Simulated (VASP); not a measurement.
# Sr (P6/mmm) in VASP: further runs, part 3 of 3

VASP 6.6.1. Earlier steps stand in the parts before.

## 4. Single point, RPBE (66.07 Å³/atom)

This run uses another cell than the first one, of 66.07 Å³/atom.

INCAR

```
PREC = Accurate
ENCUT = 520
EDIFF = 1E-6
ISMEAR = -1
SIGMA = 0.1
LREAL = False
LASPH = True
NELM = 80
ALGO = Normal
ISIF = 2
LWAVE = False
LCHARG = False
GGA = RP
NBANDS = 22
```

KPOINTS

```
Automatic mesh
0
Gamma
  7 7 10
```

POSCAR

```
Sr
1.0
    7.2543929700      0.0000000000      0.0000000000
   -3.6271964850      6.2824886011      0.0000000000
    0.0000000000      0.0000000000      4.3487251280
Sr
3
Direct
    0.0000000000      0.0000000000      0.0000000000
    0.3333333333      0.6666666667      0.5000000000
    0.6666666667      0.3333333333      0.5000000000
```

Potentials or basis: VASP PAW PBE potentials, release 64 (Sr_sv).

Run with:

```
> cat potpaw_PBE.64/Sr_sv/POTCAR > POTCAR
> mpirun -np 1 vasp_std > vasp.out
```

OUTCAR:

```text
PREC = Accurate
   ENCUT = 520
   EDIFF = 1E-6
   ISMEAR = -1
   LREAL = False
   LASPH = True
   NELM = 80
   ISIF = 2
   GGA = RP

 ion  position               nearest neighbor table
   1  0.000  0.000  0.000-   2 4.72   3 4.72   2 4.72   3 4.72   3 4.72   3 4.72   2 4.72   2 4.72
                             3 4.72   3 4.72   2 4.72   2 4.72
   2  0.333  0.667  0.500-   3 4.19   3 4.19   3 4.19   1 4.72   1 4.72   1 4.72   1 4.72   1 4.72
                             1 4.72
   3  0.667  0.333  0.500-   2 4.19   2 4.19   2 4.19   1 4.72   1 4.72   1 4.72   1 4.72   1 4.72
                             1 4.72

  LATTYP: Found a hexagonal cell.
 ALAT       =     7.2543929700
 C/A-ratio  =     0.5994609261

  Lattice vectors:

 A1 = (   7.2543929700,   0.0000000000,   0.0000000000)
 A2 = (  -3.6271964850,   6.2824886011,   0.0000000000)
 A3 = (   0.0000000000,   0.0000000000,   4.3487251280)

Analysis of symmetry for initial positions (statically):
=====================================================================
 Subroutine PRICEL returns:
 Original cell was already a primitive cell.

 Routine SETGRP: Setting up the symmetry group for a
 hexagonal supercell.

 Subroutine GETGRP returns: Found 24 space group operations
 (whereof 24 operations were pure point group operations)
 out of a pool of 24 trial point group operations.

The static configuration has the point symmetry D_6h.

Analysis of symmetry for dynamics (positions and initial velocities):
=====================================================================
 Subroutine PRICEL returns:
 Original cell was already a primitive cell.

 Routine SETGRP: Setting up the symmetry group for a
 hexagonal supercell.

 Subroutine GETGRP returns: Found 24 space group operations
 (whereof 24 operations were pure point group operations)
 out of a pool of 24 trial point group operations.

The dynamic configuration has the point symmetry D_6h.

 Subroutine INISYM returns: Found 24 space group operations
 (whereof 24 operations are pure point group operations),
 and found     1 'primitive' translations

----------------------------------------------------------------------------------------

                                     Primitive cell

  volume of cell :     198.1959

  direct lattice vectors                    reciprocal lattice vectors
     7.254392970  0.000000000  0.000000000     0.137847509  0.079586296  0.000000000
    -3.627196485  6.282488601  0.000000000     0.000000000  0.159172593  0.000000000
     0.000000000  0.000000000  4.348725128     0.000000000  0.000000000  0.229952451

  length of vectors
     7.254392970  7.254392970  4.348725128     0.159172593  0.159172593  0.229952451

  position of ions in fractional coordinates (direct lattice)
     0.000000000  0.000000000  0.000000000
     0.333333333  0.666666667  0.500000000
     0.666666667  0.333333333  0.500000000

  ion indices of the primitive-cell ions
   primitive index   ion index
                 1           1
                 2           2
                 3           3

----------------------------------------------------------------------------------------

 KPOINTS: Automatic mesh

Automatic generation of k-mesh.
 Grid dimensions read from file:
 generate k-points for:    7    7   10

 Generating k-lattice:

  Cartesian coordinates                     Fractional coordinates (reciprocal lattice)
     0.019692501  0.011369471  0.000000000     0.142857143  0.000000000  0.000000000
     0.000000000  0.022738942  0.000000000     0.000000000  0.142857143  0.000000000
     0.000000000  0.000000000  0.022995245     0.000000000  0.000000000  0.100000000

  Length of vectors
     0.022738942  0.022738942  0.022995245

  Shift w.r.t. Gamma in fractional coordinates (k-lattice)
     0.000000000  0.000000000  0.000000000

 Subroutine IBZKPT returns following result:
 ===========================================

 Found     48 irreducible k-points:

 Following reciprocal coordinates:
            Coordinates               Weight
  0.000000  0.000000  0.000000      1.000000
  0.142857  0.000000  0.000000      6.000000
  0.285714 -0.000000  0.000000      6.000000
  0.428571 -0.000000  0.000000      6.000000
  0.142857  0.142857  0.000000      6.000000
  0.285714  0.142857  0.000000     12.000000
[... 16 lines left out ...]
  0.428571  0.142857  0.200000     12.000000
  0.285714  0.285714  0.200000     12.000000
 [... further k-points ...]
   k-points           NKPTS =     48   k-points in BZ     NKDIM =     48   number of bands    NBANDS=     22
   number of dos      NEDOS =    301   number of ions     NIONS =      3
   total plane-waves  NPLWV =  93312
   dimension x,y,z NGX =    54 NGY =   54 NGZ =   32
   dimension x,y,z NGXF=   108 NGYF=  108 NGZF=   64
   ions per type =               3
   NGX,Y,Z   is equivalent  to a cutoff of  12.37, 12.37, 12.23 a.u.
   NGXF,Y,Z  is equivalent  to a cutoff of  24.75, 24.75, 24.47 a.u.
 SYSTEM =  unknown system
   PREC   = accura    normal or accurate (medium, high low for compatibility)
   ISTART =      0    job   : 0-new  1-cont  2-samecut
   ICHARG =      2    charge: 1-file 2-atom 10-const
   ISPIN  =      1    spin polarized calculation?
   LNONCOLLINEAR =      F non collinear calculations
   LSORBIT =      F    spin-orbit coupling
   LASPH  =      T    aspherical Exc in radial PAW
   ENCUT  =  520.0 eV  38.22 Ry    6.18 a.u.  13.49 13.49  8.09*2*pi/ulx,y,z
   NELM   =     80;   NELMIN=  2; NELMDL= -5     # of ELM steps
   EDIFF  = 0.1E-05   stopping-criterion for ELM
   LREAL  =      F    real-space projection
   EDIFFG = 0.1E-04   stopping-criterion for IOM
   NSW    =      0    number of steps for IOM
   IBRION =     -1    ionic relax: 0-MD 1-quasi-New 2-CG
   NFREE  =      0    steps in history (QN), initial steepest desc. (CG)
   ISIF   =      2    stress and relaxation
   ISYM   =      2    0-nonsym 1-usesym 2-fastsym
   POTIM  = 0.5000    time-step for ionic-motion
   TEBEG  =    0.0;   TEEND  =   0.0 temperature during run
   PSTRESS=    0.0 pullay stress
   NELECT =      30.0000    total number of electrons
   NUPDOWN=      -1.0000    fix difference up-down
   EMIN   =  10.00;   EMAX   =-10.00  energy-range for DOS
   EFERMI =   0.00;   METHOD = LEGACY
   ISMEAR =    -1;   SIGMA  =   0.10  broadening in eV -4-tet -1-fermi 0-gaus
   EFERMI_NEDOS =   21; number of points for ismear=-14 and -15
   IALGO  =     38    algorithm
   IMIX   =      4    mixing-type and parameters
     AMIX     =   0.40;   BMIX     =  1.00
     AMIX_MAG =   1.60;   BMIX_MAG =  1.00
  volume/ion in A,a.u.               =      66.07       445.83
  Fermi-wavevector in a.u.,A,eV,Ry     =   0.872470  1.648729 10.356800  0.761203
  Thomas-Fermi vector in A             =   1.991724
   LORBIT       =      0    0 simple, 1 ext, 2 COOP (PROOUT), +10 PAW based schemes
   GGA     = RP    functional components
   LHFCALC =     F    Hartree Fock is set to
   AEXX    =    0.0000 exact exchange contribution
   IVDW    =     0    specifies the selected vdW correction
   LEPSILON=     F    determine dielectric tensor
   LRPA    =     F    only Hartree local field effects (RPA)
 non-spin polarized calculation
  energy-cutoff  :      520.00
  volume of cell :      198.20
 maximum number of plane-waves:      5375
 NGX is ok and might be reduce to    54
   NGX = 27   NGY = 27   NGZ = 17

 number of electron      30.0000000 magnetization

 Free energy of the ion-electron system (eV)
  ---------------------------------------------------
  ext. energy  EPLUGINS =         0.00000000
  ---------------------------------------------------
  free energy    TOTEN  =        -4.25211579 eV

  energy without entropy =       -4.08850428  energy(sigma->0) =       -4.17031003

 E-fermi :   1.0794     XC(G=0):  -6.7111

 val. band max:        1.0768486653   @ k =   0.4286  -0.0000   0.1000
 cond. band min:       1.0862447956   @ k =   0.1429   0.0000   0.2000
 fundamental gap:      0.0093961303
 Fermi energy:         1.0794384999

 k-point     1 :       0.0000    0.0000    0.0000
  band No.  band energies     occupation
      1     -35.9820      2.00000
      2     -35.9734      2.00000
      3     -35.9141      2.00000
      4     -17.9797      2.00000
      5     -17.9797      2.00000
      6     -17.9125      2.00000
[... 14 lines left out ...]
     21       3.5595      0.00000
     22       3.5595      0.00000
[... 552 lines left out ...]
  band No.  band energies     occupation
      1     -35.9773      2.00000
      2     -35.9757      2.00000
      3     -35.9130      2.00000
      4     -17.9866      2.00000
      5     -17.9505      2.00000
      6     -17.9335      2.00000
[... 14 lines left out ...]
     21       2.6934      0.00000
     22       3.1902      0.00000

 [... further k-points ...]
[... 5 lines left out ...]
  --------------------------------------------------------------------------------------
  -------------------------------------------------------------------------------------
  Total       -1.2195353     -1.2195353     -1.1355979      0.0000000      0.0000000      0.0000000
  in kB       -9.8584861     -9.8584861     -9.1799518      0.0000000      0.0000000      0.0000000
  external PRESSURE =      -9.6323080 kB  Pullay stress =       0.0000000 kB

 VOLUME and BASIS-vectors are now :
 -----------------------------------------------------------------------------
  energy-cutoff  :      520.00
  volume of cell :      198.20
      direct lattice vectors                 reciprocal lattice vectors
     7.254392970  0.000000000  0.000000000     0.137847509  0.079586296  0.000000000
    -3.627196485  6.282488601  0.000000000     0.000000000  0.159172593  0.000000000
     0.000000000  0.000000000  4.348725128     0.000000000  0.000000000  0.229952451

 POSITION                                       TOTAL-FORCE (eV/Angst)
 -----------------------------------------------------------------------------------
      0.00000      0.00000      0.00000        -0.000000      0.000000     -0.000000
     -0.00000      4.18833      2.17436        -0.000000      0.000000      0.000000
      3.62720      2.09416      2.17436         0.000000     -0.000000     -0.000000
 -----------------------------------------------------------------------------------
    total drift:                                0.000000      0.000000      0.000000

  FREE ENERGIE OF THE ION-ELECTRON SYSTEM (eV)
  ---------------------------------------------------
  free  energy   TOTEN  =        -4.2521157893 eV

  energy  without entropy=       -4.0885042804  energy(sigma->0) =       -4.17031003
```

OSZICAR:

```text
N       E                     dE             d eps       ncg     rms          rms(c)
DAV:   1     0.188880904709E+03    0.18888E+03   -0.13069E+04  2112   0.113E+03
DAV:   2     0.117162308187E+02   -0.17716E+03   -0.17323E+03  2442   0.259E+02
DAV:   3    -0.313938513536E+01   -0.14856E+02   -0.14642E+02  3548   0.551E+01
DAV:   4    -0.415819452746E+01   -0.10188E+01   -0.10131E+01  3094   0.126E+01
DAV:   5    -0.418356186808E+01   -0.25367E-01   -0.25360E-01  3084   0.225E+00    0.171E+01
DAV:   6    -0.422216311872E+01   -0.38601E-01   -0.45974E-02  2646   0.190E+00    0.932E+00
DAV:   7    -0.425015290552E+01   -0.27990E-01   -0.60348E-02  2532   0.228E+00    0.789E-01
DAV:   8    -0.425185863393E+01   -0.17057E-02   -0.91507E-03  3454   0.578E-01    0.360E-01
DAV:   9    -0.425202529007E+01   -0.16666E-03   -0.52337E-04  3022   0.161E-01    0.854E-02
DAV:  10    -0.425211497336E+01   -0.89683E-04   -0.56225E-05  3080   0.494E-02    0.152E-02
DAV:  11    -0.425211657373E+01   -0.16004E-05   -0.61126E-06  3040   0.126E-02    0.787E-03
DAV:  12    -0.425211480741E+01    0.17663E-05   -0.14882E-06  2380   0.722E-03    0.754E-03
DAV:  13    -0.425211584283E+01   -0.10354E-05   -0.25123E-07  1584   0.325E-03    0.143E-03
DAV:  14    -0.425211578928E+01    0.53552E-07   -0.81651E-08  1536   0.152E-03
   1 F= -.42521158E+01 E0= -.41703100E+01  d E =-.163612E+00
```

Run time: 2.5 min. Hardware: 1 thread of Intel Xeon Platinum 8375C at 2.90GHz (Ice Lake), shared host; peak memory 0.38 GiB.

Results:

```yaml
Free_energy: -4.2521 eV
Pressure: -1.0 GPa
Band_gap_on_the_k_mesh: zero (bands 15 and 16 overlap by 0.34 eV)
```

Levels at points of the mesh, in eV from the Fermi level:
| k point | band 11 | band 12 | band 13 | band 14 | band 15 | band 16 | band 17 | band 18 | band 19 | band 20 |
| --- | --- | --- | --- | --- | --- | --- | --- | --- | --- | --- |
| (0.00, 0.00, 0.00) | -18.93 | -18.91 | -3.31 | 0.02 | 0.15 | 0.15 | 0.17 | 0.17 | 0.41 | 1.83 |
| (0.00, 0.00, 0.50) | -18.94 | -18.94 | -1.36 | -0.96 | 0.25 | 0.25 | 0.36 | 0.36 | 1.60 | 1.60 |

Caveat: the PAW data sets were made with another functional, which shifts forces and pressure a little.

## 5. Relaxation of cell and atoms, RPBE

This run uses another cell than the first one, of 56.32 Å³/atom.

INCAR

```
SYSTEM = Sr
PREC     = Accurate       ! precision mode
ENCUT    = 600            ! plane-wave cutoff, eV
EDIFF    = 1E-6           ! SCF threshold, eV
ISMEAR   = -1             ! smearing method
SIGMA    = 0.1            ! smearing width, eV
LREAL    = .False.        ! projectors in reciprocal space
LASPH    = .True.         ! aspherical terms in the spheres
NELM     = 60             ! most SCF steps
ALGO     = Normal         ! electronic algorithm
ISIF     = 3              ! what is computed and relaxed
LWAVE    = .False.        ! write WAVECAR
LCHARG   = .False.        ! write CHGCAR
GGA      = RP             ! functional
IBRION   = 2              ! ionic algorithm
NSW      = 80             ! ionic steps
EDIFFG   = -0.01          ! ionic threshold
```

KPOINTS

```
Automatic mesh
0
Gamma
  6 6 8
  0 0 0
```

POSCAR

```
Sr
1.0
    6.8275133244      0.0000000000      0.0000000000
   -3.4137566622      5.9127999836      0.0000000000
    0.0000000000      0.0000000000      4.1852656678
Sr
3
Direct
    0.0000000000      0.0000000000      0.0000000000
    0.3333333333      0.6666666667      0.5000000000
    0.6666666667      0.3333333333      0.5000000000
```

Run with:

```
> cat potpaw_PBE.64/Sr_sv/POTCAR > POTCAR
> mpirun -np 1 vasp_std > vasp.out
```

Run time: 8.6 min. Hardware: 1 thread of Intel Xeon Platinum 8375C at 2.90GHz (Ice Lake), shared host; peak memory 0.4 GiB.

It converged, with:

* Free energy: -4.3174 eV
* Relaxed volume: 59.14 Å³/atom
* Relaxed cell: a = 6.992 Å, b = 6.992 Å, c = 4.191 Å, α = 90.00°, β = 90.00°, γ = 120.00°
* Space group after relaxing (to 0.1 Å): P6/mmm (No. 191)
* Energy gained by relaxing: 6.6 meV/atom
* Ionic steps: 7
* Pressure after relaxing: 0.0 GPa
* Band gap on the k mesh: zero (bands 15 and 16 overlap by 0.23 eV)

The path:
| step | energy change (eV) | largest force (eV/Å) | pressure (GPa) | volume (Å³) |
| --- | --- | --- | --- | --- |
| 1 | 0.0000 | 0.0000 | 0.58 | 168.96 |
| 2 | -0.0159 | 0.0000 | 0.23 | 173.95 |
| 3 | -0.0196 | 0.0000 | -0.06 | 178.61 |
| 4 | -0.0197 | 0.0000 | -0.02 | 178.05 |
| 5 | -0.0197 | 0.0000 | -0.01 | 177.86 |
| 6 | -0.0198 | 0.0000 | 0.00 | 177.66 |
| 7 | -0.0199 | 0.0000 | 0.01 | 177.42 |

Final structure:
```xyz
3
Lattice="6.9921 0.0000 0.0000 -3.4960 6.0553 0.0000 0.0000 0.0000 4.1905" Properties=species:S:1:pos:R:3 pbc="T T T"
Sr    0.0000    0.0000    4.1905
Sr    0.0000    4.0369    2.0953
Sr    3.4960    2.0184    2.0953
```

Levels at points of the mesh, in eV from the Fermi level:
| k point | band 11 | band 12 | band 13 | band 14 | band 15 | band 16 | band 17 | band 18 | band 19 |
| --- | --- | --- | --- | --- | --- | --- | --- | --- | --- |
| (0.00, 0.00, 0.00) | -18.70 | -18.67 | -3.49 | -0.01 | 0.16 | 0.16 | 0.20 | 0.20 | 0.53 |
| (0.50, 0.00, 0.00) | -18.71 | -18.68 | -2.29 | -2.27 | -0.94 | 0.09 | 1.08 | 1.28 | 1.32 |
| (0.00, 0.00, 0.50) | -18.70 | -18.70 | -1.37 | -0.96 | 0.15 | 0.15 | 0.29 | 0.29 | 1.69 |
| (0.50, 0.00, 0.50) | -18.70 | -18.70 | -0.75 | -0.70 | -0.06 | -0.02 | 0.13 | 0.55 | 0.92 |

Caveat: the PAW data sets were made with another functional, which shifts forces and pressure a little.

## 6. Summary

```csv
task,cell,k mesh,cutoff (eV),gap on the mesh (eV),pressure (GPa)
single point,"a = 7.077, b = 7.077, c = 4.243 Å, angles 90.0, 90.0, 120.0°, 3 atoms",7 × 7 × 10,520,none,-0.4
single point,"a = 7.167, b = 7.167, c = 4.296 Å, angles 90.0, 90.0, 120.0°, 3 atoms",7 × 7 × 10,520,none,-0.7
single point,"a = 7.254, b = 7.254, c = 4.349 Å, angles 90.0, 90.0, 120.0°, 3 atoms",7 × 7 × 10,520,none,-1.0
relaxation of cell and atoms,"relaxed from a = 6.828, b = 6.828, c = 4.185 Å, angles 90.0, 90.0, 120.0°, 3 atoms",6 × 6 × 8,600,none,0.0
```

Alike in all rows: level RPBE; potentials or basis VASP PAW PBE potentials, release 64 (Sr_sv); no spin polarisation; smearing fermi-dirac 0.1 eV.

Caveats: the PAW data sets were made with another functional, which shifts forces and pressure a little.

Total energies depend on the potentials used, so only differences within one code and one set of settings carry meaning.
